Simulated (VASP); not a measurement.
# Si (Fd-3m) in VASP: notebook

The runs below take Si through single point, with PBE.

Everything below comes from runs of VASP 6.6.1. Logs are shortened: lines on timing, memory, paths and dates and some standing lists are left out, and cuts for length are marked.

## (1) The cell of the first run

The structure is cubic, space group Fd-3m (No. 227). The conventional cell has a = 5.470 Å, b = 5.470 Å, c = 5.470 Å, α = 90.00°, β = 90.00°, γ = 90.00°. Si (site symmetry -43m) has 4 Si at 2.37 Å within 3.1 Å.

## (2) Single point, PBE

The input, INCAR:

```
SYSTEM = Si
ALGO = Normal ; EDIFF = 1E-6
ENCUT = 500 ; GGA = PE
GGA_COMPAT = .False. ; ISIF = 2
ISMEAR = 0 ; LASPH = .True.
LCHARG = .False. ; LREAL = .False.
LWAVE = .False. ; NBANDS = 11
NELM = 120 ; PREC = Accurate
SIGMA = 0.02
```

The input, KPOINTS:

```
k-points
0
Gamma
  8 8 8
  0 0 0
```

The input, POSCAR:

```
Si
1.0
    0.0000000000      2.7349661845      2.7349661845
    2.7349661845      0.0000000000      2.7349661845
    2.7349661845      2.7349661845      0.0000000000
Si
2
Direct
    0.0000000000      0.0000000000      0.0000000000
    0.2500000000      0.2500000000      0.2500000000
```

Potentials or basis: VASP PAW PBE potentials, release 64 (Si).

On the command line:

```console
$ cat potpaw_PBE.64/Si/POTCAR > POTCAR
$ mpirun -np 1 vasp_std > vasp.out
```

OUTCAR:

```text
SYSTEM = Si
   EDIFF = 1E-6
   ENCUT = 500
   GGA = PE
   ISIF = 2
   ISMEAR = 0
   LASPH = .True.
   LREAL = .False.
   NELM = 120
   PREC = Accurate

 ion  position               nearest neighbor table
   1  0.000  0.000  0.000-   2 2.37   2 2.37   2 2.37   2 2.37
   2  0.250  0.250  0.250-   1 2.37   1 2.37   1 2.37   1 2.37

  LATTYP: Found a face centered cubic cell.
 ALAT       =     5.4699323690

  Lattice vectors:

 A1 = (   0.0000000000,   2.7349661845,   2.7349661845)
 A2 = (   2.7349661845,   0.0000000000,   2.7349661845)
 A3 = (   2.7349661845,   2.7349661845,   0.0000000000)

Analysis of symmetry for initial positions (statically):
=====================================================================
 Subroutine PRICEL returns:
 Original cell was already a primitive cell.

 Routine SETGRP: Setting up the symmetry group for a
 face centered cubic supercell.

 Subroutine GETGRP returns: Found 48 space group operations
 (whereof 24 operations were pure point group operations)
 out of a pool of 48 trial point group operations.

The static configuration has the point symmetry T_d .
 The point group associated with its full space group is O_h .

Analysis of symmetry for dynamics (positions and initial velocities):
=====================================================================
 Subroutine PRICEL returns:
 Original cell was already a primitive cell.

 Routine SETGRP: Setting up the symmetry group for a
 face centered cubic supercell.

 Subroutine GETGRP returns: Found 48 space group operations
 (whereof 24 operations were pure point group operations)
 out of a pool of 48 trial point group operations.

The dynamic configuration has the point symmetry T_d .
 The point group associated with its full space group is O_h .

 Subroutine INISYM returns: Found 48 space group operations
 (whereof 24 operations are pure point group operations),
 and found     1 'primitive' translations

----------------------------------------------------------------------------------------

                                     Primitive cell

  volume of cell :      40.9153

  direct lattice vectors                    reciprocal lattice vectors
     0.000000000  2.734966185  2.734966185    -0.182817617  0.182817617  0.182817617
     2.734966185  0.000000000  2.734966185     0.182817617 -0.182817617  0.182817617
     2.734966185  2.734966185  0.000000000     0.182817617  0.182817617 -0.182817617

  length of vectors
     3.867826271  3.867826271  3.867826271     0.316649401  0.316649401  0.316649401

  position of ions in fractional coordinates (direct lattice)
[... 83 lines left out ...]
   IBRION =     -1    ionic relax: 0-MD 1-quasi-New 2-CG
   NFREE  =      0    steps in history (QN), initial steepest desc. (CG)
   ISIF   =      2    stress and relaxation
   ISYM   =      2    0-nonsym 1-usesym 2-fastsym
   POTIM  = 0.5000    time-step for ionic-motion
   TEBEG  =    0.0;   TEEND  =   0.0 temperature during run
   PSTRESS=    0.0 pullay stress
   NELECT =       8.0000    total number of electrons
   NUPDOWN=      -1.0000    fix difference up-down
   EMIN   =  10.00;   EMAX   =-10.00  energy-range for DOS
   EFERMI =   0.00;   METHOD = LEGACY
   ISMEAR =     0;   SIGMA  =   0.02  broadening in eV -4-tet -1-fermi 0-gaus
   EFERMI_NEDOS =   21; number of points for ismear=-14 and -15
   IALGO  =     38    algorithm
   IMIX   =      4    mixing-type and parameters
     AMIX     =   0.40;   BMIX     =  1.00
     AMIX_MAG =   1.60;   BMIX_MAG =  1.00
  volume/ion in A,a.u.               =      20.46       138.06
  Fermi-wavevector in a.u.,A,eV,Ry     =   0.950188  1.795595 12.284118  0.902857
  Thomas-Fermi vector in A             =   2.078541
   LORBIT       =      0    0 simple, 1 ext, 2 COOP (PROOUT), +10 PAW based schemes
   GGA     = PE    functional components
   LHFCALC =     F    Hartree Fock is set to
   AEXX    =    0.0000 exact exchange contribution
   IVDW    =     0    specifies the selected vdW correction
   LEPSILON=     F    determine dielectric tensor
   LRPA    =     F    only Hartree local field effects (RPA)
 non-spin polarized calculation
 Gauss-broadening in eV      SIGMA  =   0.02
  energy-cutoff  :      500.00
  volume of cell :       40.92
 maximum number of plane-waves:      1056
   NGX = 15   NGY = 15   NGZ = 15

 number of electron       8.0000000 magnetization

 Free energy of the ion-electron system (eV)
  ---------------------------------------------------
  ext. energy  EPLUGINS =         0.00000000
  ---------------------------------------------------
  free energy    TOTEN  =       -10.84606451 eV

  energy without entropy =      -10.84606451  energy(sigma->0) =      -10.84606451

 E-fermi :   5.7215     XC(G=0):  -9.3240

 val. band max:        5.6107766001   @ k =   0.0000   0.0000   0.0000
 cond. band min:       6.2618097021   @ k =   0.3750   0.3750   0.0000
 fundamental gap:      0.6510331019
 Fermi energy:         5.7215001015

 k-point     1 :       0.0000    0.0000    0.0000
  band No.  band energies     occupation
      1      -6.1997      2.00000
      2       5.6108      2.00000
      3       5.6108      2.00000
      4       5.6108      2.00000
      5       8.1669      0.00000
      6       8.1669      0.00000
      7       8.1669      0.00000
      8       8.7372      0.00000
      9      13.3190      0.00000
     10      13.3190      0.00000
     11      13.4853      0.00000
[... 309 lines left out ...]
 k-point    24 :      -0.3750    0.2500    0.1250
  band No.  band energies     occupation
      1      -3.3929      2.00000
      2      -1.0943      2.00000
      3       2.2250      2.00000
      4       3.5015      2.00000
      5       8.6331      0.00000
      6       8.7573      0.00000
      7      11.4557      0.00000
      8      12.6754      0.00000
      9      12.9153      0.00000
     10      16.1164      0.00000
     11      17.1598      0.00000

 [... further k-points ...]
[... 5 lines left out ...]
  --------------------------------------------------------------------------------------
  -------------------------------------------------------------------------------------
  Total       -0.0145981     -0.0145981     -0.0145981     -0.0000000     -0.0000000     -0.0000000
  in kB       -0.5716385     -0.5716385     -0.5716385     -0.0000000     -0.0000000     -0.0000000
  external PRESSURE =      -0.5716385 kB  Pullay stress =       0.0000000 kB

 VOLUME and BASIS-vectors are now :
 -----------------------------------------------------------------------------
  energy-cutoff  :      500.00
  volume of cell :       40.92
      direct lattice vectors                 reciprocal lattice vectors
     0.000000000  2.734966185  2.734966185    -0.182817617  0.182817617  0.182817617
     2.734966185  0.000000000  2.734966185     0.182817617 -0.182817617  0.182817617
     2.734966185  2.734966185  0.000000000     0.182817617  0.182817617 -0.182817617

 POSITION                                       TOTAL-FORCE (eV/Angst)
 -----------------------------------------------------------------------------------
      0.00000      0.00000      0.00000        -0.000000      0.000000     -0.000000
      1.36748      1.36748      1.36748         0.000000     -0.000000      0.000000
 -----------------------------------------------------------------------------------
    total drift:                                0.000000      0.000000     -0.000000

  FREE ENERGIE OF THE ION-ELECTRON SYSTEM (eV)
  ---------------------------------------------------
  free  energy   TOTEN  =       -10.8460645081 eV

  energy  without entropy=      -10.8460645081  energy(sigma->0) =      -10.84606451
```

stdout:

```text
POSCAR found type information on POSCAR Si
 POSCAR found :  1 types and       2 ions
 scaLAPACK will be used
 LDA part: xc-table for (Slater+PW92), standard interpolation
 POSCAR, INCAR and KPOINTS ok, starting setup
 FFT: planning ... GRIDC
 FFT: planning ... GRID_SOFT
 FFT: planning ... GRID
 WAVECAR not read
 entering main loop
```

It took 5.8 s on 1 thread of AMD EPYC 9R45 (Zen 5), shared host; peak memory 0.12 GiB.

What came out:

| Quantity | Value |
| --- | --- |
| Free energy | -10.8461 eV |
| Pressure | -0.1 GPa |
| Band gap on the k mesh | 0.65 eV, indirect (least direct gap 2.56 eV) |

## (3) Single point, PBE

The input, INCAR:

```
SYSTEM = Si
ALGO = Normal
EDIFF = 1E-6
ENCUT = 500
GGA = PE
GGA_COMPAT = .False.
ISIF = 2
ISMEAR = 0
LASPH = .True.
LCHARG = .False.
LREAL = .False.
LWAVE = .False.
NBANDS = 11
NELM = 120
PREC = Accurate
SIGMA = 0.02
```

The input, KPOINTS:

```
k-points
0
Gamma
  10 10 10
  0 0 0
```

POSCAR is that of step 2.

Potentials or basis: VASP PAW PBE potentials, release 64 (Si).

On the command line:

```console
$ cat potpaw_PBE.64/Si/POTCAR > POTCAR
$ mpirun -np 1 vasp_std > vasp.out
```

OUTCAR:

```text
SYSTEM = Si
   EDIFF = 1E-6
   ENCUT = 500
   GGA = PE
   ISIF = 2
   ISMEAR = 0
   LASPH = .True.
   LREAL = .False.
   NELM = 120
   PREC = Accurate

 ion  position               nearest neighbor table
   1  0.000  0.000  0.000-   2 2.37   2 2.37   2 2.37   2 2.37
   2  0.250  0.250  0.250-   1 2.37   1 2.37   1 2.37   1 2.37

  LATTYP: Found a face centered cubic cell.
 ALAT       =     5.4699323690

  Lattice vectors:

 A1 = (   0.0000000000,   2.7349661845,   2.7349661845)
 A2 = (   2.7349661845,   0.0000000000,   2.7349661845)
 A3 = (   2.7349661845,   2.7349661845,   0.0000000000)

Analysis of symmetry for initial positions (statically):
=====================================================================
 Subroutine PRICEL returns:
 Original cell was already a primitive cell.

 Routine SETGRP: Setting up the symmetry group for a
 face centered cubic supercell.

 Subroutine GETGRP returns: Found 48 space group operations
 (whereof 24 operations were pure point group operations)
 out of a pool of 48 trial point group operations.

The static configuration has the point symmetry T_d .
 The point group associated with its full space group is O_h .

Analysis of symmetry for dynamics (positions and initial velocities):
=====================================================================
 Subroutine PRICEL returns:
 Original cell was already a primitive cell.

 Routine SETGRP: Setting up the symmetry group for a
 face centered cubic supercell.

 Subroutine GETGRP returns: Found 48 space group operations
 (whereof 24 operations were pure point group operations)
 out of a pool of 48 trial point group operations.

The dynamic configuration has the point symmetry T_d .
 The point group associated with its full space group is O_h .

 Subroutine INISYM returns: Found 48 space group operations
 (whereof 24 operations are pure point group operations),
 and found     1 'primitive' translations

----------------------------------------------------------------------------------------

                                     Primitive cell

  volume of cell :      40.9153

  direct lattice vectors                    reciprocal lattice vectors
     0.000000000  2.734966185  2.734966185    -0.182817617  0.182817617  0.182817617
     2.734966185  0.000000000  2.734966185     0.182817617 -0.182817617  0.182817617
     2.734966185  2.734966185  0.000000000     0.182817617  0.182817617 -0.182817617

  length of vectors
     3.867826271  3.867826271  3.867826271     0.316649401  0.316649401  0.316649401

  position of ions in fractional coordinates (direct lattice)
     0.000000000  0.000000000  0.000000000
     0.250000000  0.250000000  0.250000000

  ion indices of the primitive-cell ions
   primitive index   ion index
                 1           1
                 2           2

----------------------------------------------------------------------------------------

 KPOINTS: k-points

Automatic generation of k-mesh.
 Grid dimensions read from file:
 generate k-points for:   10   10   10

 Generating k-lattice:

  Cartesian coordinates                     Fractional coordinates (reciprocal lattice)
    -0.018281762  0.018281762  0.018281762     0.100000000  0.000000000  0.000000000
     0.018281762 -0.018281762  0.018281762     0.000000000  0.100000000  0.000000000
     0.018281762  0.018281762 -0.018281762     0.000000000  0.000000000  0.100000000

  Length of vectors
     0.031664940  0.031664940  0.031664940

  Shift w.r.t. Gamma in fractional coordinates (k-lattice)
     0.000000000  0.000000000  0.000000000

 Subroutine IBZKPT returns following result:
 ===========================================

 Found     47 irreducible k-points:

 Following reciprocal coordinates:
            Coordinates               Weight
  0.000000  0.000000  0.000000      1.000000
  0.100000  0.000000  0.000000      8.000000
  0.200000  0.000000  0.000000      8.000000
  0.300000  0.000000  0.000000      8.000000
  0.400000  0.000000  0.000000      8.000000
  0.500000  0.000000  0.000000      4.000000
[... 16 lines left out ...]
  0.300000  0.300000  0.000000      6.000000
  0.400000  0.300000  0.000000     24.000000
 [... further k-points ...]
   k-points           NKPTS =     47   k-points in BZ     NKDIM =     47   number of bands    NBANDS=     11
   number of dos      NEDOS =    301   number of ions     NIONS =      2
   total plane-waves  NPLWV =  21952
   dimension x,y,z NGX =    28 NGY =   28 NGZ =   28
   dimension x,y,z NGXF=    56 NGYF=   56 NGZF=   56
   ions per type =               2
   NGX,Y,Z   is equivalent  to a cutoff of  12.03, 12.03, 12.03 a.u.
   NGXF,Y,Z  is equivalent  to a cutoff of  24.07, 24.07, 24.07 a.u.
 SYSTEM =  Si
   PREC   = accura    normal or accurate (medium, high low for compatibility)
   ISTART =      0    job   : 0-new  1-cont  2-samecut
   ICHARG =      2    charge: 1-file 2-atom 10-const
   ISPIN  =      1    spin polarized calculation?
   LNONCOLLINEAR =      F non collinear calculations
   LSORBIT =      F    spin-orbit coupling
   LASPH  =      T    aspherical Exc in radial PAW
   ENCUT  =  500.0 eV  36.75 Ry    6.06 a.u.   7.05  7.05  7.05*2*pi/ulx,y,z
   NELM   =    120;   NELMIN=  2; NELMDL= -5     # of ELM steps
   EDIFF  = 0.1E-05   stopping-criterion for ELM
   LREAL  =      F    real-space projection
   EDIFFG = 0.1E-04   stopping-criterion for IOM
   NSW    =      0    number of steps for IOM
   IBRION =     -1    ionic relax: 0-MD 1-quasi-New 2-CG
   NFREE  =      0    steps in history (QN), initial steepest desc. (CG)
   ISIF   =      2    stress and relaxation
   ISYM   =      2    0-nonsym 1-usesym 2-fastsym
   POTIM  = 0.5000    time-step for ionic-motion
   TEBEG  =    0.0;   TEEND  =   0.0 temperature during run
   PSTRESS=    0.0 pullay stress
   NELECT =       8.0000    total number of electrons
   NUPDOWN=      -1.0000    fix difference up-down
   EMIN   =  10.00;   EMAX   =-10.00  energy-range for DOS
   EFERMI =   0.00;   METHOD = LEGACY
   ISMEAR =     0;   SIGMA  =   0.02  broadening in eV -4-tet -1-fermi 0-gaus
   EFERMI_NEDOS =   21; number of points for ismear=-14 and -15
   IALGO  =     38    algorithm
   IMIX   =      4    mixing-type and parameters
     AMIX     =   0.40;   BMIX     =  1.00
     AMIX_MAG =   1.60;   BMIX_MAG =  1.00
  volume/ion in A,a.u.               =      20.46       138.06
  Fermi-wavevector in a.u.,A,eV,Ry     =   0.950188  1.795595 12.284118  0.902857
  Thomas-Fermi vector in A             =   2.078541
   LORBIT       =      0    0 simple, 1 ext, 2 COOP (PROOUT), +10 PAW based schemes
   GGA     = PE    functional components
   LHFCALC =     F    Hartree Fock is set to
   AEXX    =    0.0000 exact exchange contribution
   IVDW    =     0    specifies the selected vdW correction
   LEPSILON=     F    determine dielectric tensor
   LRPA    =     F    only Hartree local field effects (RPA)
 non-spin polarized calculation
 Gauss-broadening in eV      SIGMA  =   0.02
  energy-cutoff  :      500.00
  volume of cell :       40.92
 maximum number of plane-waves:      1056
   NGX = 15   NGY = 15   NGZ = 15

 number of electron       8.0000000 magnetization

 Free energy of the ion-electron system (eV)
  ---------------------------------------------------
  ext. energy  EPLUGINS =         0.00000000
  ---------------------------------------------------
  free energy    TOTEN  =       -10.84918367 eV

  energy without entropy =      -10.84918367  energy(sigma->0) =      -10.84918367

 E-fermi :   5.7090     XC(G=0):  -9.3248

 val. band max:        5.6094170463   @ k =   0.0000   0.0000   0.0000
 cond. band min:       6.2283926769   @ k =   0.4000   0.4000   0.0000
 fundamental gap:      0.6189756306
 Fermi energy:         5.7090443691

 k-point     1 :       0.0000    0.0000    0.0000
  band No.  band energies     occupation
      1      -6.2008      2.00000
      2       5.6094      2.00000
      3       5.6094      2.00000
      4       5.6094      2.00000
      5       8.1661      0.00000
      6       8.1661      0.00000
      7       8.1661      0.00000
      8       8.7357      0.00000
      9      13.3184      0.00000
     10      13.3184      0.00000
     11      13.4840      0.00000
[... 309 lines left out ...]
 k-point    24 :       0.4000    0.3000    0.0000
  band No.  band energies     occupation
      1      -4.0794      2.00000
      2       0.2176      2.00000
      3       2.8179      2.00000
      4       3.2272      2.00000
      5       6.6871      0.00000
      6       7.8757      0.00000
      7      12.4615      0.00000
      8      12.6028      0.00000
      9      16.0167      0.00000
     10      16.1434      0.00000
     11      17.6260      0.00000

 [... further k-points ...]
[... 5 lines left out ...]
  --------------------------------------------------------------------------------------
  -------------------------------------------------------------------------------------
  Total       -0.0158807     -0.0158807     -0.0158807     -0.0000000     -0.0000000      0.0000000
  in kB       -0.6218637     -0.6218637     -0.6218637     -0.0000000     -0.0000000      0.0000000
  external PRESSURE =      -0.6218637 kB  Pullay stress =       0.0000000 kB

 VOLUME and BASIS-vectors are now :
 -----------------------------------------------------------------------------
  energy-cutoff  :      500.00
  volume of cell :       40.92
      direct lattice vectors                 reciprocal lattice vectors
     0.000000000  2.734966185  2.734966185    -0.182817617  0.182817617  0.182817617
     2.734966185  0.000000000  2.734966185     0.182817617 -0.182817617  0.182817617
     2.734966185  2.734966185  0.000000000     0.182817617  0.182817617 -0.182817617

 POSITION                                       TOTAL-FORCE (eV/Angst)
 -----------------------------------------------------------------------------------
      0.00000      0.00000      0.00000         0.000000      0.000000     -0.000000
      1.36748      1.36748      1.36748        -0.000000     -0.000000      0.000000
 -----------------------------------------------------------------------------------
    total drift:                                0.000000      0.000000     -0.000000

  FREE ENERGIE OF THE ION-ELECTRON SYSTEM (eV)
  ---------------------------------------------------
  free  energy   TOTEN  =       -10.8491836656 eV

  energy  without entropy=      -10.8491836656  energy(sigma->0) =      -10.84918367
```

OSZICAR:

```text
N       E                     dE             d eps       ncg     rms          rms(c)
DAV:   1     0.673692843426E+01    0.67369E+01   -0.31999E+03  1034   0.553E+02
DAV:   2    -0.104112320888E+02   -0.17148E+02   -0.16342E+02  1396   0.818E+01
DAV:   3    -0.110118190004E+02   -0.60059E+00   -0.59825E+00  1317   0.128E+01
DAV:   4    -0.110169776457E+02   -0.51586E-02   -0.51581E-02  1257   0.150E+00
DAV:   5    -0.110170266432E+02   -0.48998E-04   -0.48997E-04  1333   0.138E-01    0.474E+00
DAV:   6    -0.109013304716E+02    0.11570E+00   -0.64953E-02  1166   0.105E+00    0.289E+00
DAV:   7    -0.108476737888E+02    0.53657E-01   -0.12740E-01  1194   0.158E+00    0.166E-01
DAV:   8    -0.108489455763E+02   -0.12718E-02   -0.56863E-03  1187   0.403E-01    0.793E-02
DAV:   9    -0.108491587248E+02   -0.21315E-03   -0.20740E-04  1270   0.871E-02    0.580E-02
DAV:  10    -0.108491829586E+02   -0.24234E-04   -0.20809E-05  1228   0.263E-02    0.500E-03
DAV:  11    -0.108491836656E+02   -0.70696E-06   -0.20431E-06  1260   0.741E-03
   1 F= -.10849184E+02 E0= -.10849184E+02  d E =-.566225E-15
```

Wall time 8.5 s (1 thread of AMD EPYC 9R45 (Zen 5), shared host); peak memory 0.12 GiB.

Results:

* Free energy: -10.8492 eV
* Pressure: -0.1 GPa
* Band gap on the k mesh: 0.62 eV, indirect (least direct gap 2.56 eV)

A k mesh can miss the band edges.
